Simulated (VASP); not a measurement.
Write the native input for VASP 6.6.1 that does the following.

```yaml
Task: single point
Functional: r2SCAN
Potentials_or_basis: VASP PAW PBE potentials, release 64 (Ta_sv_GW, N)
Cutoff: 660 eV
k_mesh: 6 × 6 × 9
Occupations: fermi-dirac, width 0.05 eV
Spin: no spin polarisation
Dipole_correction: no
Second_run: valence_matched
Further_INCAR_settings: ALGO = Normal; EDIFF = 1e-06; NBANDS = 36
```

TaN:

```xyz
6
Lattice="5.1960 0.0000 0.0000 -2.5980 4.4999 0.0000 0.0000 0.0000 2.9110" Properties=species:S:1:pos:R:3 pbc="T T T"
Ta    0.0000    0.0000    0.0000
Ta    2.5980    1.5000    1.4555
Ta    0.0000    2.9999    1.4555
N    -1.0206    1.7678    0.0000
N     1.5774    2.7321    0.0000
N     2.0412    0.0000    0.0000
```

The input as run:

POSCAR

```
TaN
1.0
    5.1960000000      0.0000000000      0.0000000000
   -2.5980000000      4.4998679981      0.0000000000
    0.0000000000      0.0000000000      2.9110000000
Ta N
3 3
Direct
    0.0000000000      0.0000000000      0.0000000000
    0.6666666667      0.3333333333      0.5000000000
    0.3333333333      0.6666666667      0.5000000000
    0.0000000000      0.3928500000      0.0000000000
    0.6071500000      0.6071500000      0.0000000000
    0.3928500000      0.0000000000      0.0000000000
```

INCAR.step1

```
ALGO = Normal
EDIFF = 1E-5
ENCUT = 660
GGA = PE
GGA_COMPAT = False
ISMEAR = -1
LASPH = True
LCHARG = False
LREAL = False
LWAVE = True
NBANDS = 36
NELM = 120
PREC = Accurate
SIGMA = 0.05
```

INCAR.step2

```
ALGO = Normal
EDIFF = 1E-6
ENCUT = 660
GGA_COMPAT = False
ISIF = 2
ISMEAR = -1
ISTART = 1
LASPH = True
LCHARG = False
LMIXTAU = True
LREAL = False
LWAVE = False
METAGGA = R2SCAN
NBANDS = 36
NELM = 120
PREC = Accurate
SIGMA = 0.05
```

KPOINTS

```
k-points
0
Gamma
  6 6 9
```

Potentials or basis: VASP PAW PBE potentials, release 64 (Ta_sv_GW, N).

The run is started by

```console
$ cat potpaw_PBE.64/Ta_sv_GW/POTCAR potpaw_PBE.64/N/POTCAR > POTCAR
$ cp INCAR.step1 INCAR
$ mpirun -np 1 vasp_std > vasp.out
$ cp INCAR.step2 INCAR
$ mpirun -np 1 vasp_std > vasp.out
```

It gave:

```json
{"Pressure": "0.4 GPa", "Largest force": "0.018 eV/Å", "Band gap on the k mesh": "zero (band 27 reaches 14.02 eV, above the bottom of band 28 at 10.93 eV)"}
```

Caveat: the PAW data sets were made with another functional, which shifts forces and pressure a little; spin-orbit coupling is left out, which moves the levels of the heavy elements.

Wall time 4 min on 1 thread of Intel(R) Xeon(R) 6975P-C (Granite Rapids) (shared host), peak memory 0.3 GiB.
